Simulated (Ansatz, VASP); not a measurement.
## One calculation of ZnSe, two programs

File INCAR:

```
ALGO = Normal
EDIFF = 1E-6
ENCUT = 520
GGA = PE
ISIF = 2
ISMEAR = 0
LASPH = T
LCHARG = F
LREAL = F
LWAVE = F
NBANDS = 26
NELM = 60
PREC = Accurate
SIGMA = 0.1
```

KPOINTS

```
k-points
0
Gamma
  6 6 2
```

The input POSCAR:

```
ZnSe
1.0
    3.7694297863      0.0000000000      0.0000000000
   -1.8847148931      3.2644219527      0.0000000000
    0.0000000000      0.0000000000      8.1745640138
Zn Se
2 2
Direct
    0.0000000000      0.0000000000      0.7500000000
    0.0000000000      0.0000000000      0.2500000000
    0.3333333300      0.6666666700      0.2500000000
    0.6666666700      0.3333333300      0.7500000000
```

Input for Ansatz:

```yaml
crystal:
  lattice:
    - [3.7694297863, 0.0, 0.0]
    - [-1.8847148931, 3.2644219527, 0.0]
    - [0.0, 0.0, 8.1745640138]
  atoms:
    - { symbol: Zn, position: [0.0, 0.0, 0.75] }
    - { symbol: Zn, position: [0.0, 0.0, 0.25] }
    - { symbol: Se, position: [0.33333333, 0.66666667, 0.25] }
    - { symbol: Se, position: [0.66666667, 0.33333333, 0.75] }
basis:
  ecutwfc: 420
kpoints:
  mp_grid: { grid: [6, 6, 2] }
hamiltonian:
  xc: pbe
scf:
  occupations: { method: gaussian, width: 0.1 }
output:
  forces: true
  stress: true
  eigenvalues: true
```

Alike in both runs: task single point; functional PBE; k mesh 6 × 6 × 2; occupations gaussian, width 0.1 eV; no spin polarisation.

```csv
,VASP,Ansatz
version,VASP 6.6.1,Ansatz 0.2.0
potentials or method,"VASP PAW PBE potentials, release 64 (Zn, Se), cutoff 520 eV","scalar-relativistic, plane waves, PAW"
valence electrons in the cell,36,56
```

|  | VASP | Ansatz | Ansatz less VASP |
| --- | --- | --- | --- |
| gap on the k mesh at the Fermi level (eV) | 2.24 | 2.22 | -0.014 |
| least direct gap on the mesh (eV) | 2.24 | 2.22 | -0.014 |
| pressure (GPa) | 17.4 | 17.0 | -0.41 |
| traceless stress, the component that is largest in VASP (GPa) | -16.86 | -16.47 | +0.394 |

VASP's potentials hold 36 valence electrons a cell and Ansatz's 56, so a difference there can come from the potentials and not from the codes.
